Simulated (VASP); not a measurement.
# AgI (F-43m) in VASP: a series of runs

Runs on AgI. Level: LDA. Tasks: elastic constants.

Everything below comes from runs of VASP 6.6.1. Logs are shortened: lines on timing, memory, paths and dates and some standing lists are left out, and cuts for length are marked.

### Step 1. The cell of the first run

The structure is cubic, space group F-43m (No. 216). Conventional cell: a = 6.021 Å, b = 6.021 Å, c = 6.021 Å, α = 90.00°, β = 90.00°, γ = 90.00°. Within 3.4 Å of Ag (site symmetry -43m) lie 4 I at 2.61 Å. I (site symmetry -43m) has 4 Ag at 2.61 Å within 3.4 Å.

### Step 2. Elastic constants, LDA

Contents of INCAR:

```
PREC     = Accurate       # precision mode
ENCUT    = 500            # plane-wave cutoff, eV
EDIFF    = 1E-8           # SCF threshold, eV
ISMEAR   = 0              # smearing method
SIGMA    = 0.01           # smearing width, eV
LREAL    = False          # projectors in reciprocal space
LASPH    = True           # aspherical terms in the spheres
NELM     = 120            # most SCF steps
ALGO     = Normal         # electronic algorithm
ISIF     = 3              # what is computed and relaxed
LWAVE    = False          # write WAVECAR
LCHARG   = False          # write CHGCAR
GGA      = CA             # functional
NBANDS   = 16             # bands
IBRION   = 6              # ionic algorithm
NFREE    = 2            
POTIM    = 0.015          # step
NSW      = 1              # ionic steps
GGA_COMPAT= False
```

Contents of KPOINTS:

```
Automatic mesh
0
Gamma
  8 8 8
```

Contents of POSCAR:

```
AgI
1.0
    0.0000000000      3.0106410961      3.0106410961
    3.0106410961      0.0000000000      3.0106410961
    3.0106410961      3.0106410961      0.0000000000
Ag I
1 1
Direct
    0.0000000000      0.0000000000      0.0000000000
    0.7500000000      0.7500000000      0.7500000000
```

Potentials or basis: VASP PAW LDA potentials, release 64 (Ag, I).

Command:

```sh
> cat potpaw_LDA.64/Ag/POTCAR potpaw_LDA.64/I/POTCAR > POTCAR
> mpirun -np 1 vasp_std > vasp.out
```

OUTCAR:

```text
PREC = Accurate
   ENCUT = 500
   EDIFF = 1E-8
   ISMEAR = 0
   LREAL = False
   LASPH = True
   NELM = 120
   ISIF = 3
   GGA = CA
   IBRION = 6
   NFREE = 2
   POTIM = 0.015
   NSW = 1

 ion  position               nearest neighbor table
   1  0.000  0.000  0.000-   2 2.61   2 2.61   2 2.61   2 2.61
   2  0.750  0.750  0.750-   1 2.61   1 2.61   1 2.61   1 2.61

  LATTYP: Found a face centered cubic cell.
 ALAT       =     6.0212821922

  Lattice vectors:

 A1 = (   0.0000000000,   3.0106410961,   3.0106410961)
 A2 = (   3.0106410961,   0.0000000000,   3.0106410961)
 A3 = (   3.0106410961,   3.0106410961,   0.0000000000)

Analysis of symmetry for initial positions (statically):
=====================================================================
 Subroutine PRICEL returns:
 Original cell was already a primitive cell.

 Routine SETGRP: Setting up the symmetry group for a
 face centered cubic supercell.

 Subroutine GETGRP returns: Found 24 space group operations
 (whereof 24 operations were pure point group operations)
 out of a pool of 48 trial point group operations.

The static configuration has the point symmetry T_d .

Analysis of symmetry for dynamics (positions and initial velocities):
=====================================================================
 Subroutine PRICEL returns:
 Original cell was already a primitive cell.

 Routine SETGRP: Setting up the symmetry group for a
 face centered cubic supercell.

 Subroutine GETGRP returns: Found 24 space group operations
 (whereof 24 operations were pure point group operations)
 out of a pool of 48 trial point group operations.

The dynamic configuration has the point symmetry T_d .

 Subroutine INISYM returns: Found 24 space group operations
 (whereof 24 operations are pure point group operations),
 and found     1 'primitive' translations

----------------------------------------------------------------------------------------

                                     Primitive cell

  volume of cell :      54.5767

  direct lattice vectors                    reciprocal lattice vectors
     0.000000000  3.010641096  3.010641096    -0.166077584  0.166077584  0.166077584
     3.010641096  0.000000000  3.010641096     0.166077584 -0.166077584  0.166077584
     3.010641096  3.010641096  0.000000000     0.166077584  0.166077584 -0.166077584

  length of vectors
     4.257689470  4.257689470  4.257689470     0.287654814  0.287654814  0.287654814

  position of ions in fractional coordinates (direct lattice)
     0.000000000  0.000000000  0.000000000
     0.750000000  0.750000000  0.750000000

  ion indices of the primitive-cell ions
   primitive index   ion index
                 1           1
                 2           2

----------------------------------------------------------------------------------------

 KPOINTS: Automatic mesh

Automatic generation of k-mesh.
 Grid dimensions read from file:
 generate k-points for:    8    8    8

 Generating k-lattice:

  Cartesian coordinates                     Fractional coordinates (reciprocal lattice)
    -0.020759698  0.020759698  0.020759698     0.125000000  0.000000000  0.000000000
     0.020759698 -0.020759698  0.020759698     0.000000000  0.125000000  0.000000000
     0.020759698  0.020759698 -0.020759698     0.000000000  0.000000000  0.125000000

  Length of vectors
     0.035956852  0.035956852  0.035956852
[... 101 lines left out ...]
  free energy    TOTEN  =        -5.87426157 eV

  energy without entropy =       -5.87426157  energy(sigma->0) =       -5.87426157

------------------------ aborting loop because EDIFF is reached ----------------------------------------

  FORCE on cell =-STRESS in cart. coord.  units (eV):
  Direction    XX          YY          ZZ          XY          YZ          ZX
  --------------------------------------------------------------------------------------
  -------------------------------------------------------------------------------------
  Total        3.4032143      3.4032143      3.4032143      0.0000000      0.0000000      0.0000000
  in kB       99.9063133     99.9063133     99.9063133      0.0000000      0.0000000      0.0000000
  external PRESSURE =      99.9063133 kB  Pullay stress =       0.0000000 kB
[... 89 lines left out ...]
  FREE ENERGIE OF THE ION-ELECTRON SYSTEM (eV)
  ---------------------------------------------------
  free  energy   TOTEN  =        -5.8198984226 eV

  energy  without entropy=       -5.8198984226  energy(sigma->0) =       -5.81989842

[... ionic steps 4 to 14 ...]

--------------------------------------- Ionic step       15  -------------------------------------------

 number of electron      17.9999998 magnetization

------------------------ aborting loop because EDIFF is reached ----------------------------------------
[... 67 lines left out ...]
--------------------------------------- Ionic step       17  -------------------------------------------

 number of electron      17.9999994 magnetization

 Free energy of the ion-electron system (eV)
  ---------------------------------------------------
  ext. energy  EPLUGINS =         0.00000000
  ---------------------------------------------------
  free energy    TOTEN  =        -5.87357351 eV

  energy without entropy =       -5.87357351  energy(sigma->0) =       -5.87357351

 E-fermi :   5.9703     XC(G=0):  -9.8980

 val. band max:        5.8519350814   @ k =   0.0000   0.0000   0.0000
 cond. band min:       6.9655965919   @ k =   0.0000   0.0000   0.0000
 fundamental gap:      1.1136615106
 Fermi energy:         5.9703250614

 k-point     1 :       0.0000    0.0000    0.0000
  band No.  band energies     occupation
      1      -8.5205      2.00000
      2      -0.0663      2.00000
      3      -0.0431      2.00000
      4      -0.0192      2.00000
      5       1.4692      2.00000
      6       1.4697      2.00000
[... 433 lines left out ...]
      3       0.1643      2.00000
      4       0.4280      2.00000
      5       1.4140      2.00000
      6       1.5327      2.00000
[... 8 lines left out ...]
     15      16.4717      0.00000
     16      17.4910      0.00000

 [... further k-points ...]

------------------------ aborting loop because EDIFF is reached ----------------------------------------

  FORCE on cell =-STRESS in cart. coord.  units (eV):
  Direction    XX          YY          ZZ          XY          YZ          ZX
  --------------------------------------------------------------------------------------
  -------------------------------------------------------------------------------------
  Total        3.4032746      3.4065918      3.4065918      0.0000000     -0.1799195      0.0000000
  in kB       99.9080815    100.0054631    100.0054631      0.0000000     -5.2817986      0.0000000
  external PRESSURE =      99.9730026 kB  Pullay stress =       0.0000000 kB
[... 17 lines left out ...]
  FREE ENERGIE OF THE ION-ELECTRON SYSTEM (eV)
  ---------------------------------------------------
  free  energy   TOTEN  =        -5.8735735118 eV

  energy  without entropy=       -5.8735735118  energy(sigma->0) =       -5.87357351

 INTERNAL STRAIN TENSORS FROM STRAINED CELLS
 ============================================

 INTERNAL STRAIN TENSOR FOR ION    1 for displacements in x,y,z  (eV/Angst):
          X           Y           Z          XY          YZ          ZX
  --------------------------------------------------------------------------------
  x     0.00000     0.00000     0.00000     0.00000   -12.01236     0.00000
  y     0.00000     0.00000     0.00000    -0.00000     0.00000   -12.01218
  z     0.00000     0.00000    -0.00000   -12.01214     0.00000    -0.00000

 INTERNAL STRAIN TENSORS FROM DISPLACED ATOMS
 ============================================

 INTERNAL STRAIN TENSOR FOR ION    1 for displacements in x,y,z  (eV/Angst):
          X           Y           Z          XY          YZ          ZX
  --------------------------------------------------------------------------------
  x     0.00000    -0.00000    -0.00000     0.00000   -12.02300     0.00000
  y     0.00000    -0.00000     0.00000     0.00000     0.00000   -12.02300
  z     0.00000     0.00000     0.00000   -12.02300     0.00000     0.00000

 INTERNAL STRAIN TENSOR FOR ION    2 for displacements in x,y,z  (eV/Angst):
          X           Y           Z          XY          YZ          ZX
  --------------------------------------------------------------------------------
  x     0.00000     0.00000     0.00000     0.00000    12.00767     0.00000
  y     0.00000     0.00000     0.00000     0.00000     0.00000    12.00767
  z     0.00000     0.00000     0.00000    12.00767     0.00000     0.00000

 Eigenvectors and eigenvalues of the dynamical matrix
 ----------------------------------------------------

   1 f  =    5.058505 THz    31.783521 2PiTHz  168.733548 cm-1    20.920284 meV
             X         Y         Z           dx          dy          dz
      0.000000  0.000000  0.000000     0.735014    0.000000    0.000000
      4.515962  4.515962  4.515962    -0.678052    0.000000    0.000000
[... 21 lines left out ...]
   6 f/i=    0.001504 THz     0.009448 2PiTHz    0.050159 cm-1     0.006219 meV
             X         Y         Z           dx          dy          dz
      0.000000  0.000000  0.000000    -0.057530    0.479989    0.475453
      4.515962  4.515962  4.515962    -0.062363    0.520312    0.515395

--------------------------------------------------------------------------------------------------------

 ELASTIC MODULI CONTR FROM IONIC RELAXATION (kBar)
 Direction    XX          YY          ZZ          XY          YZ          ZX
 --------------------------------------------------------------------------------
 XX          -0.0000      0.0000      0.0000      0.0000      0.0000      0.0000
 YY           0.0000     -0.0000      0.0000      0.0000     -0.0000     -0.0000
 ZZ           0.0000      0.0000     -0.0000      0.0000     -0.0000      0.0000
 XY           0.0000      0.0000      0.0000   -694.2081      0.0000      0.0000
 YZ           0.0000     -0.0000     -0.0000      0.0000   -694.2081      0.0000
 ZX           0.0000     -0.0000      0.0000      0.0000      0.0000   -694.2081
 --------------------------------------------------------------------------------

 TOTAL ELASTIC MODULI (kBar)
 Direction    XX          YY          ZZ          XY          YZ          ZX
 --------------------------------------------------------------------------------
 XX         754.8666    808.4737    808.4737     -0.0000     -0.0000      0.0000
 YY         808.4737    754.8666    808.4737     -0.0000     -0.0000     -0.0000
 ZZ         808.4737    808.4737    754.8666     -0.0000     -0.0000     -0.0000
 XY          -0.0000     -0.0000     -0.0000    -34.2728     -0.0000      0.0000
 YZ          -0.0000     -0.0000     -0.0000     -0.0000    -34.2728      0.0000
 ZX           0.0000     -0.0000     -0.0000      0.0000      0.0000    -34.2728
 --------------------------------------------------------------------------------
```

It took 19 min on 1 thread of AMD EPYC 9755, shared host; peak memory 0.29 GiB.

Results:

```yaml
Elastic_constants_C11_C12_C44: 75, 81, -3 GPa
Voigt_bulk_modulus: 79 GPa
Highest_phonon_frequency_at_Γ_LO-TO_splitting_left_out: 169 cm⁻¹
```

Phonon frequencies in cm⁻¹ (negative: imaginary):
```tsv
q point	frequencies
(0.000, 0.000, 0.000)	0 0 0 169 169 169
```

Elastic tensor in Voigt notation (GPa, in the Cartesian axes of the cell as first typed):
```
75 81 81  0  0  0
81 75 81  0  0  0
81 81 75  0  0  0
 0  0  0 -3  0  0
 0  0  0  0 -3  0
 0  0  0  0  0 -3
```

Clamped-ion elastic tensor (GPa):
```
75 81 81  0  0  0
81 75 81  0  0  0
81 81 75  0  0  0
 0  0  0 66  0  0
 0  0  0  0 66  0
 0  0  0  0  0 66
```

Caveat: the cell is under stress, which shifts elastic constants; the elastic tensor has a negative eigenvalue, so either the cell is unstable as it stands or the mesh is too thin; spin-orbit coupling is left out, which moves the levels of the heavy elements.

### Step 3. Elastic constants, LDA

This run uses another cell than the first one, of 31.97 Å³/atom.

Contents of INCAR:

```
SYSTEM = AgI
PREC     = Accurate       ! precision mode
ENCUT    = 500            ! plane-wave cutoff, eV
EDIFF    = 1E-8           ! SCF threshold, eV
ISMEAR   = 0              ! smearing method
SIGMA    = 0.01           ! smearing width, eV
LREAL    = .False.        ! projectors in reciprocal space
LASPH    = .True.         ! aspherical terms in the spheres
NELM     = 120            ! most SCF steps
ALGO     = Normal         ! electronic algorithm
ISIF     = 3              ! what is computed and relaxed
LWAVE    = .False.        ! write WAVECAR
LCHARG   = .False.        ! write CHGCAR
IBRION   = 6              ! ionic algorithm
NFREE    = 2            
POTIM    = 0.015          ! step
NSW      = 1              ! ionic steps
GGA_COMPAT= .False.
```

Contents of KPOINTS:

```
regular mesh
0
Gamma
  8 8 8
  0 0 0
```

Contents of POSCAR:

```
AgI
1.0
    0.0000000000      3.1739511002      3.1739511002
    3.1739511002      0.0000000000      3.1739511002
    3.1739511002      3.1739511002      0.0000000000
Ag I
1 1
Direct
    0.0000000000      0.0000000000      0.0000000000
    0.7500000000      0.7500000000      0.7500000000
```

Potentials or basis: VASP PAW LDA potentials, release 64 (Ag, I).

Command:

```sh
> cat potpaw_LDA.64/Ag/POTCAR potpaw_LDA.64/I/POTCAR > POTCAR
> mpirun -np 1 vasp_std > vasp.out
```

It took 19 min on 1 thread of AMD EPYC 9755, shared host; peak memory 0.28 GiB.

The run converged. Its results:

* Elastic constants C11, C12, C44: 46, 39, 11 GPa
* Voigt bulk modulus: 41 GPa
* Highest phonon frequency at Γ, LO-TO splitting left out: 118 cm⁻¹

Phonon frequencies in cm⁻¹ (negative: imaginary):
| q point | frequencies |
| --- | --- |
| (0.000, 0.000, 0.000) | 0 0 0 118 118 118 |

Elastic tensor in Voigt notation (GPa, in the Cartesian axes of the cell as first typed):
```
46 39 39  0  0  0
39 46 39  0  0  0
39 39 46  0  0  0
 0  0  0 11  0  0
 0  0  0  0 11  0
 0  0  0  0  0 11
```

Clamped-ion elastic tensor (GPa):
```
46 39 39  0  0  0
39 46 39  0  0  0
39 39 46  0  0  0
 0  0  0 34  0  0
 0  0  0  0 34  0
 0  0  0  0  0 34
```

Caveat: spin-orbit coupling is left out, which moves the levels of the heavy elements.
